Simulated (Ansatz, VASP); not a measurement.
# EuO: VASP beside Ansatz

INCAR

```
ALGO = Normal
EDIFF = 1E-6
ENCUT = 600
GGA = PE
GGA_COMPAT = F
ISIF = 2
ISMEAR = 0
ISPIN = 2
LASPH = T
LCHARG = F
LDAU = T
LDAUJ = 0 0
LDAUL = 3 -1
LDAUPRINT = 1
LDAUTYPE = 2
LDAUU = 6 0
LMAXMIX = 6
LORBIT = 11
LREAL = F
LWAVE = F
MAGMOM = 7.44 0
NBANDS = 22
NELM = 200
PREC = Accurate
SIGMA = 0.05
```

File KPOINTS:

```
k-points
0
Gamma
  10 10 10
```

The input POSCAR:

```
EuO
1.0
    0.0000000000      2.5882963236      2.5882963236
    2.5882963236      0.0000000000      2.5882963236
    2.5882963236      2.5882963236      0.0000000000
Eu O
1 1
Direct
    0.0000000000      0.0000000000      0.0000000000
    0.5000000000      0.5000000000      0.5000000000
```

Input for Ansatz:

```yaml
crystal:
  lattice:
    - [0.0, 2.5882963236, 2.5882963236]
    - [2.5882963236, 0.0, 2.5882963236]
    - [2.5882963236, 2.5882963236, 0.0]
  atoms:
    - { symbol: Eu, position: [0.0, 0.0, 0.0], spin: 7.44 }
    - { symbol: O, position: [0.5, 0.5, 0.5] }
basis:
  ecutwfc: 420
  ecutrho_ratio: 4
kpoints:
  mp_grid: { grid: [10, 10, 10] }
  band_path:
    path:
      - [[0.0, 0.0, 0.0], [0.5, 0.0, 0.5], [0.625, 0.25, 0.625]]
      - [[0.375, 0.375, 0.75], [0.0, 0.0, 0.0], [0.5, 0.5, 0.5], [0.5, 0.25, 0.75], [0.5, 0.0, 0.5]]
    npoints: 14
hamiltonian:
  xc: pbe
  hubbard: { sites: [{ species: Eu, l: f, u_eff: 6.0 }] }
scf:
  occupations: { method: gaussian, width: 0.05 }
  lower_state_search: "off"
  n_extra_bands: 16
output:
  forces: true
  stress: true
  eigenvalues: true
  populations: true
  hubbard: { sites: [{ species: Eu, l: f }] }
  dos: { projected: true, de: 0.02, nscf_kmesh: { grid: [15, 15, 15] } }
  bader: true
magnetization:
  spin_polarized: true
checkpoint:
  read: start.run
  write: ck
  compress: false
  write_wavefunctions: false
  write_every: 100000
```

Alike in both runs: task single point; functional PBE; k mesh 10 × 10 × 10; occupations gaussian, width 0.05 eV; collinear spin; Hubbard terms Eu f U = 6.0 eV.

```csv
,VASP,Ansatz
version,VASP 6.6.1,Ansatz 0.2.0
potentials or method,"VASP PAW PBE potentials, release 64 (Eu, O), cutoff 600 eV","scalar-relativistic, plane waves, PAW"
valence electrons in the cell,23,23
```

|  | VASP | Ansatz | Ansatz less VASP |
| --- | --- | --- | --- |
| gap on the k mesh at the Fermi level (eV) | 0.07 | 0.39 | +0.325 |
| least direct gap on the mesh (eV) | 0.23 | 0.62 | +0.390 |
| pressure (GPa) | -0.4 | 0.0 | +0.40 |
| net moment per atom (μB) | 3.50 | 3.50 | 0.000 |
| size of the moment on the site where the two differ most (μB) | 6.73 | 6.76 | +0.035 |

Site moments also hang on the region over which each program counts them. The programs project onto different local orbitals, so the same U acts differently, and such runs can settle in different states. Ansatz's warnings: stability check not made.

Neither program's run includes spin-orbit coupling.
